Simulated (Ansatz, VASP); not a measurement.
**InSb in VASP and in Ansatz**

INCAR

```
PREC = Accurate
ENCUT = 520
EDIFF = 1E-6
ISMEAR = 0
SIGMA = 0.15
LREAL = F
LASPH = T
NELM = 100
ALGO = Normal
ISIF = 2
LWAVE = F
LCHARG = F
GGA = PS
NBANDS = 16
```

File KPOINTS:

```
regular mesh
0
Gamma
  16 16 16
```

Contents of POSCAR:

```
InSb
1.0
    0.0000000000      3.2599290600      3.5207233848
    3.2599290600      0.0000000000      3.5207233848
    3.2599290600      3.2599290600      0.0000000000
In Sb
1 1
Direct
    0.0000000000      0.0000000000      0.0000000000
    0.7500000000      0.7500000000      0.7500000000
```

Input for Ansatz:

```yaml
crystal:
  lattice:
    - [0.0, 3.25992906, 3.5207233848]
    - [3.25992906, 0.0, 3.5207233848]
    - [3.25992906, 3.25992906, 0.0]
  atoms:
    - { symbol: In, position: [0.0, 0.0, 0.0] }
    - { symbol: Sb, position: [0.75, 0.75, 0.75] }
basis:
  ecutwfc: 420
kpoints:
  mp_grid: { grid: [16, 16, 16] }
hamiltonian:
  xc: pbesol
scf:
  occupations: { method: gaussian, width: 0.15 }
output:
  forces: true
  stress: true
  eigenvalues: true
  write_density: true
  write_potential: true
  elf: true
  volumetric_format: npy
```

Change from the starting cell: strain +0.000 along x and y, +0.080 along z, atoms carried along.

Alike in both runs: task single point; functional PBEsol; k mesh 16 × 16 × 16; occupations gaussian, width 0.15 eV; no spin polarisation.

```csv
,VASP,Ansatz
version,VASP 6.6.1,Ansatz 0.2.0
potentials or method,"VASP PAW PBE potentials, release 64 (In_d, Sb), cutoff 520 eV","scalar-relativistic, plane waves, PAW"
valence electrons in the cell,18,28
```

```tsv
	VASP	Ansatz	Ansatz less VASP
gap on the k mesh at the Fermi level (eV)	none	none	-
pressure (GPa)	-2.8	-2.8	-0.01
traceless stress, the component that is largest in VASP (GPa)	-1.60	-1.60	+0.002
```

VASP's potentials were made for PBE, not for PBEsol. A gap of «none» marks a metal or a gap that the smearing closes. With one functional, cell and mesh, what is left measures potentials, basis and numerics. VASP's potentials hold 18 valence electrons a cell and Ansatz's 28, so a difference there can come from the potentials and not from the codes.

Neither program's run includes spin-orbit coupling.
